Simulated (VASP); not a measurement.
# Ru (I4/mmm) in VASP: notebook

Ru is run at these levels: PBE; tasks: single point.

Program: VASP 6.6.1. These are calculated values, not measurements. Logs are shortened: lines on timing, memory, paths and dates and some standing lists are left out, and cuts for length are marked.

## 1. The cell of the first run

The structure is tetragonal, space group I4/mmm (No. 139). Conventional cell: a = 2.549 Å, b = 2.549 Å, c = 4.325 Å, α = 90.00°, β = 90.00°, γ = 90.00°. Within 3.4 Å of Ru (site symmetry 4/mmm) lie 12 Ru at 2.55 to 2.81 Å.

## 2. Single point, PBE

INCAR reads:

```
ALGO     = Fast           # electronic algorithm
EDIFF    = 1E-6           # SCF threshold, eV
ENCUT    = 520            # plane-wave cutoff, eV
GGA      = PE             # functional
ISIF     = 2              # what is computed and relaxed
ISMEAR   = 0              # smearing method
LASPH    = True           # aspherical terms in the spheres
LCHARG   = False          # write CHGCAR
LREAL    = False          # projectors in reciprocal space
LWAVE    = False          # write WAVECAR
NBANDS   = 13             # bands
NELM     = 60             # most SCF steps
PREC     = Accurate       # precision mode
SIGMA    = 0.15           # smearing width, eV
```

KPOINTS reads:

```
k-points
0
Gamma
  24 24 24
```

POSCAR reads:

```
Ru
1.0
    0.0000000000      1.8020839953      2.1625007944
    1.8020839953      0.0000000000      2.1625007944
    1.8020839953      1.8020839953      0.0000000000
Ru
1
Direct
    0.0000000000      0.0000000000      0.0000000000
```

Potentials or basis: VASP PAW PBE potentials, release 64 (Ru_pv).

The run is started by

```sh
cat potpaw_PBE.64/Ru_pv/POTCAR > POTCAR
mpirun -np 1 vasp_std > vasp.out
```

OUTCAR:

```text
EDIFF = 1E-6
   ENCUT = 520
   GGA = PE
   ISIF = 2
   ISMEAR = 0
   LASPH = True
   LREAL = False
   NELM = 60
   PREC = Accurate

 ion  position               nearest neighbor table
   1  0.000  0.000  0.000-

  LATTYP: Found a body centered tetragonal cell.
 ALAT       =     2.5485316267
 C/A-ratio  =     1.6970562749

  Lattice vectors:

 A1 = (  -1.8020839953,   0.0000000000,   2.1625007944)
 A2 = (   1.8020839953,   0.0000000000,   2.1625007944)
 A3 = (   0.0000000000,   1.8020839953,  -2.1625007944)

Analysis of symmetry for initial positions (statically):
=====================================================================
 Subroutine PRICEL returns:
 Original cell was already a primitive cell.

 Routine SETGRP: Setting up the symmetry group for a
 body centered tetragonal supercell.

 Subroutine GETGRP returns: Found 16 space group operations
 (whereof 16 operations were pure point group operations)
 out of a pool of 16 trial point group operations.

The static configuration has the point symmetry D_4h.

Analysis of symmetry for dynamics (positions and initial velocities):
=====================================================================
 Subroutine PRICEL returns:
 Original cell was already a primitive cell.

 Routine SETGRP: Setting up the symmetry group for a
 body centered tetragonal supercell.

 Subroutine GETGRP returns: Found 16 space group operations
 (whereof 16 operations were pure point group operations)
 out of a pool of 16 trial point group operations.

The dynamic configuration has the point symmetry D_4h.

 Subroutine INISYM returns: Found 16 space group operations
 (whereof 16 operations are pure point group operations),
 and found     1 'primitive' translations

----------------------------------------------------------------------------------------

                                     Primitive cell

  volume of cell :      14.0455

  direct lattice vectors                    reciprocal lattice vectors
     0.000000000  1.802083995  2.162500794    -0.277456545  0.277456545  0.231213788
     1.802083995  0.000000000  2.162500794     0.277456545 -0.277456545  0.231213788
     1.802083995  1.802083995  0.000000000     0.277456545  0.277456545 -0.231213788

  length of vectors
     2.814945188  2.814945188  2.548531627     0.455438344  0.455438344  0.455438344

  position of ions in fractional coordinates (direct lattice)
     0.000000000  0.000000000  0.000000000

  ion indices of the primitive-cell ions
   primitive index   ion index
                 1           1

----------------------------------------------------------------------------------------

 KPOINTS: k-points

Automatic generation of k-mesh.
 Grid dimensions read from file:
 generate k-points for:   24   24   24

 Generating k-lattice:

  Cartesian coordinates                     Fractional coordinates (reciprocal lattice)
    -0.011560689  0.011560689  0.009633908     0.041666667  0.000000000  0.000000000
     0.011560689 -0.011560689  0.009633908     0.000000000  0.041666667  0.000000000
     0.011560689  0.011560689 -0.009633908     0.000000000  0.000000000  0.041666667

  Length of vectors
     0.018976598  0.018976598  0.018976598

  Shift w.r.t. Gamma in fractional coordinates (k-lattice)
     0.000000000  0.000000000  0.000000000

 Subroutine IBZKPT returns following result:
 ===========================================

 Found   1063 irreducible k-points:

 Following reciprocal coordinates:
            Coordinates               Weight
  0.000000  0.000000  0.000000      1.000000
  0.041667  0.000000  0.000000      8.000000
  0.083333  0.000000  0.000000      8.000000
  0.125000  0.000000  0.000000      8.000000
  0.166667  0.000000  0.000000      8.000000
  0.208333  0.000000  0.000000      8.000000
[... 16 lines left out ...]
  0.416667  0.041667  0.000000      8.000000
  0.458333  0.041667  0.000000      8.000000
 [... further k-points ...]
   k-points           NKPTS =   1063   k-points in BZ     NKDIM =   1063   number of bands    NBANDS=     13
   number of dos      NEDOS =    301   number of ions     NIONS =      1
   total plane-waves  NPLWV =  11520
   dimension x,y,z NGX =    24 NGY =   24 NGZ =   20
   dimension x,y,z NGXF=    48 NGYF=   48 NGZF=   40
   ions per type =               1
   NGX,Y,Z   is equivalent  to a cutoff of  14.17, 14.17, 13.05 a.u.
   NGXF,Y,Z  is equivalent  to a cutoff of  28.35, 28.35, 26.09 a.u.
 SYSTEM =  unknown system
   PREC   = accura    normal or accurate (medium, high low for compatibility)
   ISTART =      0    job   : 0-new  1-cont  2-samecut
   ICHARG =      2    charge: 1-file 2-atom 10-const
   ISPIN  =      1    spin polarized calculation?
   LNONCOLLINEAR =      F non collinear calculations
   LSORBIT =      F    spin-orbit coupling
   LASPH  =      T    aspherical Exc in radial PAW
   ENCUT  =  520.0 eV  38.22 Ry    6.18 a.u.   5.23  5.23  4.74*2*pi/ulx,y,z
   NELM   =     60;   NELMIN=  2; NELMDL= -5     # of ELM steps
   EDIFF  = 0.1E-05   stopping-criterion for ELM
   LREAL  =      F    real-space projection
   EDIFFG = 0.1E-04   stopping-criterion for IOM
   NSW    =      0    number of steps for IOM
   IBRION =     -1    ionic relax: 0-MD 1-quasi-New 2-CG
   NFREE  =      0    steps in history (QN), initial steepest desc. (CG)
   ISIF   =      2    stress and relaxation
   ISYM   =      2    0-nonsym 1-usesym 2-fastsym
   POTIM  = 0.5000    time-step for ionic-motion
   TEBEG  =    0.0;   TEEND  =   0.0 temperature during run
   PSTRESS=    0.0 pullay stress
   NELECT =      14.0000    total number of electrons
   NUPDOWN=      -1.0000    fix difference up-down
   EMIN   =  10.00;   EMAX   =-10.00  energy-range for DOS
   EFERMI =   0.00;   METHOD = LEGACY
   ISMEAR =     0;   SIGMA  =   0.15  broadening in eV -4-tet -1-fermi 0-gaus
   EFERMI_NEDOS =   21; number of points for ismear=-14 and -15
   IALGO  =     68    algorithm
   IMIX   =      4    mixing-type and parameters
     AMIX     =   0.40;   BMIX     =  1.00
     AMIX_MAG =   1.60;   BMIX_MAG =  1.00
  volume/ion in A,a.u.               =      14.05        94.78
  Fermi-wavevector in a.u.,A,eV,Ry     =   1.635330  3.090326 36.386117  2.674304
  Thomas-Fermi vector in A             =   2.726821
   LORBIT       =      0    0 simple, 1 ext, 2 COOP (PROOUT), +10 PAW based schemes
   GGA     = PE    functional components
   LHFCALC =     F    Hartree Fock is set to
   AEXX    =    0.0000 exact exchange contribution
   IVDW    =     0    specifies the selected vdW correction
   LEPSILON=     F    determine dielectric tensor
   LRPA    =     F    only Hartree local field effects (RPA)
 non-spin polarized calculation
 RMM-DIIS sequential band-by-band and
 Gauss-broadening in eV      SIGMA  =   0.15
  energy-cutoff  :      520.00
  volume of cell :       14.05
 maximum number of plane-waves:       397
 NGX is ok and might be reduce to    24
   NGX = 11   NGY = 11   NGZ =  9

 number of electron      14.0000002 magnetization

 Free energy of the ion-electron system (eV)
  ---------------------------------------------------
  ext. energy  EPLUGINS =         0.00000000
  ---------------------------------------------------
  free energy    TOTEN  =        -8.86884913 eV

  energy without entropy =       -8.85565004  energy(sigma->0) =       -8.86224958

 E-fermi :  12.2264     XC(G=0): -13.8950

 val. band max:       12.2252066663   @ k =  -0.4583  -0.0000   0.3333
 cond. band min:      12.2269573659   @ k =  -0.4583   0.2917   0.2083
 fundamental gap:      0.0017506996
 Fermi energy:        12.2263914188

 k-point     1 :       0.0000    0.0000    0.0000
  band No.  band energies     occupation
      1     -30.3145      2.00000
      2     -30.1773      2.00000
      3     -30.1773      2.00000
      4       4.4617      2.00000
      5       8.3077      2.00000
      6      10.4259      2.00000
      7      10.6694      2.00000
      8      10.6694      2.00000
      9      13.2912      0.00000
     10      22.8314      0.00000
     11      27.7786      0.00000
     12      29.4716      0.00000
     13      34.7700      0.00000

 k-point     2 :       0.0417    0.0000    0.0000
  band No.  band energies     occupation
      1     -30.3196      2.00000
      2     -30.1947      2.00000
      3     -30.1774      2.00000
      4       4.5350      2.00000
      5       8.3376      2.00000
      6      10.4263      2.00000
      7      10.6288      2.00000
      8      10.6973      2.00000
      9      13.2513      0.00000
     10      22.8314      0.00000
     11      27.8923      0.00000
     12      29.5372      0.00000
     13      34.3140      0.00000

 k-point     3 :       0.0833    0.0000    0.0000
  band No.  band energies     occupation
      1     -30.3375      2.00000
      2     -30.2426      2.00000
      3     -30.1778      2.00000
      4       4.7492      2.00000
      5       8.4223      2.00000
      6      10.3458      2.00000
      7      10.6075      2.00000
      8      10.7778      2.00000
      9      13.1384      0.00000
     10      22.8314      0.00000
     11      28.2055      0.00000
     12      29.6922      0.00000
     13      33.4274      0.00000
[... 305 lines left out ...]
 k-point    23 :       0.4167    0.0417    0.0000
  band No.  band energies     occupation
      1     -31.1357      2.00000
      2     -30.4843      2.00000
      3     -30.1931      2.00000
      4       6.4977      2.00000
      5       8.6495      2.00000
      6      10.8856      2.00000
      7      11.8925      1.99836
      8      13.2948      0.00000
      9      13.6182      0.00000
     10      22.8281      0.00000
     11      23.5418      0.00000
     12      26.8384      0.00000
     13      33.8897      0.00000

 k-point    24 :       0.4583    0.0417    0.0000
  band No.  band energies     occupation
      1     -31.2075      2.00000
      2     -30.4956      2.00000
      3     -30.1912      2.00000
      4       6.4337      2.00000
      5       8.6209      2.00000
      6      10.7748      2.00000
      7      12.5481      0.00242
      8      13.4001      0.00000
      9      14.1090      0.00000
     10      22.6127      0.00000
     11      22.8441      0.00000
     12      26.4572      0.00000
     13      33.1209      0.00000

 [... further k-points ...]

------------------------ aborting loop because EDIFF is reached ----------------------------------------

  FORCE on cell =-STRESS in cart. coord.  units (eV):
  Direction    XX          YY          ZZ          XY          YZ          ZX
  --------------------------------------------------------------------------------------
  -------------------------------------------------------------------------------------
  Total        1.5176071      1.5176071     -2.7715559      0.0000000      0.0000000      0.0000000
  in kB      173.1145633    173.1145633   -316.1534291      0.0000000      0.0000000      0.0000000
  external PRESSURE =      10.0252325 kB  Pullay stress =       0.0000000 kB

 VOLUME and BASIS-vectors are now :
 -----------------------------------------------------------------------------
  energy-cutoff  :      520.00
  volume of cell :       14.05
      direct lattice vectors                 reciprocal lattice vectors
     0.000000000  1.802083995  2.162500794    -0.277456545  0.277456545  0.231213788
     1.802083995  0.000000000  2.162500794     0.277456545 -0.277456545  0.231213788
     1.802083995  1.802083995  0.000000000     0.277456545  0.277456545 -0.231213788

 POSITION                                       TOTAL-FORCE (eV/Angst)
 -----------------------------------------------------------------------------------
      0.00000      0.00000      0.00000         0.000000     -0.000000      0.000000
 -----------------------------------------------------------------------------------
    total drift:                                0.000000      0.000000     -0.000000

  FREE ENERGIE OF THE ION-ELECTRON SYSTEM (eV)
  ---------------------------------------------------
  free  energy   TOTEN  =        -8.8688491296 eV

  energy  without entropy=       -8.8556500351  energy(sigma->0) =       -8.86224958
```

Run time: 82 s. Hardware: 1 thread of Intel Xeon Platinum 8488C (Sapphire Rapids), shared host; peak memory 0.29 GiB.

Results:

* Free energy: -8.8688 eV
* Pressure: 1.0 GPa
* Band gap on the k mesh: zero (bands 7 and 8 overlap by 3.39 eV)

Stress tensor (GPa, compression positive):
```
 17.31   0.00   0.00
  0.00  17.31   0.00
  0.00   0.00 -31.62
```

(Continued in part 2 of 2.)
